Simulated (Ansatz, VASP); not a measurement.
**Two plane-wave programs on Ba**

```
Ba
1.0
     1.83973   -3.43478    0.00000
     1.83973    3.43478    0.00000
     0.00000    0.00000    6.43669
Ba
1
Direct
  0.00000 0.00000 0.00000
```

Alike in both runs: task single point; functional PBEsol; k mesh 16 × 16 × 10; occupations gaussian, width 0.15 eV; no spin polarisation.

```csv
,VASP,Ansatz
version,VASP 6.6.1,Ansatz 0.2.0
potentials or method,"VASP PAW PBE potentials, release 64 (Ba_sv), cutoff 520 eV","scalar-relativistic, plane waves, PAW"
valence electrons in the cell,10,10
```

```tsv
	VASP	Ansatz	Ansatz less VASP
gap on the k mesh at the Fermi level (eV)	none	none	-
pressure (GPa)	1.3	1.2	-0.10
traceless stress, the component that is largest in VASP (GPa)	-3.07	-2.97	+0.100
```

VASP's potentials were made for PBE, not for PBEsol. A gap of «none» marks a metal or a gap that the smearing closes.

Spin-orbit coupling is off throughout.
